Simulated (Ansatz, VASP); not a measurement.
# Li4BrF3 in VASP and in Ansatz

```
CELL_PARAMETERS angstrom
3.51468 0.00000 0.00000
0.00000 7.26596 0.00000
0.00000 0.00000 4.09629
ATOMIC_POSITIONS crystal
Li 0.00000 0.19520 0.06122
Li 0.50000 0.00000 0.54466
Li 0.00000 0.80480 0.06122
Li 0.50000 0.50000 0.29731
Br 0.00000 0.50000 0.76930
F 0.50000 0.21098 0.25221
F 0.00000 0.00000 0.76186
F 0.50000 0.78902 0.25221
```

Change from the starting cell: species swapped into the Cd4TeSe3 type (Pmm2, No. 25).

Alike in both runs: functional PBE; k mesh 3 × 2 × 3; occupations gaussian, width 0.15 eV; no spin polarisation.

Ansatz relaxed the structure, and its values are those at the end. VASP's run is a single point on that final structure, the one shown.

|  | VASP | Ansatz |
| --- | --- | --- |
| version | VASP 6.6.1 | Ansatz 0.2.0 |
| potentials or method | VASP PAW PBE potentials, release 64 (Li_sv, Br, F), cutoff 520 eV | scalar-relativistic, plane waves, PAW |
| valence electrons in the cell | 40 | 40 |

VASP gave:

```
gap on the k mesh at the Fermi level (eV) : 4.77
least direct gap on the mesh (eV)         : 4.88
rms of the force components (eV/Å)        : 0.007
```

**Question.** What did Ansatz give for the same quantities?

**Answer.** gap on the k mesh at the Fermi level (eV): 4.77; least direct gap on the mesh (eV): 4.88; rms of the force components (eV/Å): 0.004.

The k mesh is coarse, so the values compare programs but aren't converged. Noted on VASP's run: the cutoff is under 1.25 times that of the potentials, so the pressure is a little rough.
